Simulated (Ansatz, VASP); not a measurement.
**WC in VASP and in Ansatz**

```
CELL_PARAMETERS angstrom
2.89820 0.00000 0.00000
-1.44910 2.50991 0.00000
0.00000 0.00000 2.83140
ATOMIC_POSITIONS crystal
W 0.00000 0.00000 0.00000
C 0.66667 0.33333 0.50000
```

Alike in both runs: functional PBE; k mesh 18 × 18 × 16; occupations fermi-dirac, width 0.05 eV; collinear spin.

Ansatz relaxed the structure, and its values are those at the end. VASP's run is a single point on that final structure, the one shown.

|  | VASP | Ansatz |
| --- | --- | --- |
| version | VASP 6.6.1 | Ansatz 0.2.0 |
| potentials or method | VASP PAW PBE potentials, release 64 (W_sv, C) | plane-wave PAW, scalar-relativistic |
| plane-wave cutoff (eV) | 520 | 420 |
| valence electrons in the cell | 18 | 18 |

```csv
,VASP,Ansatz,Ansatz less VASP
pressure (GPa),9.8,8.7,-1.11
net moment per atom (μB),0.00,0.00,0.000
```

The functional is the same, so the differences come from potentials, cutoffs and numerics. Ansatz's warnings: seeded moment not kept, stress scf threshold loose.

Spin-orbit coupling is off throughout.
